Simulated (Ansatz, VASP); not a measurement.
## One calculation of Te, two programs

```
Te
1.0
     2.26963    1.31037    1.84036
    -2.26963    1.31037    1.84036
     0.00000   -2.62074    1.84036
Te
1
Direct
  0.50000 0.50000 0.50000
```

Alike in both runs: task single point; functional PBEsol; k mesh 15 × 15 × 15; occupations gaussian, width 0.15 eV; no spin polarisation.

|  | VASP | Ansatz |
| --- | --- | --- |
| version | VASP 6.6.1 | Ansatz 0.2.0 |
| potentials or method | VASP PAW PBE potentials, release 64 (Te), cutoff 520 eV | scalar-relativistic, plane waves, PAW |
| valence electrons in the cell | 6 | 16 |

```csv
,VASP,Ansatz,Ansatz less VASP
gap on the k mesh at the Fermi level (eV),none,none,-
pressure (GPa),-2.6,-2.6,-0.02
```

VASP's potentials were made for PBE, not for PBEsol. A gap of «none» marks a metal or a gap that the smearing closes. VASP's potentials hold 6 valence electrons a cell and Ansatz's 16, so a difference there can come from the potentials and not from the codes.

Spin-orbit coupling is off throughout.
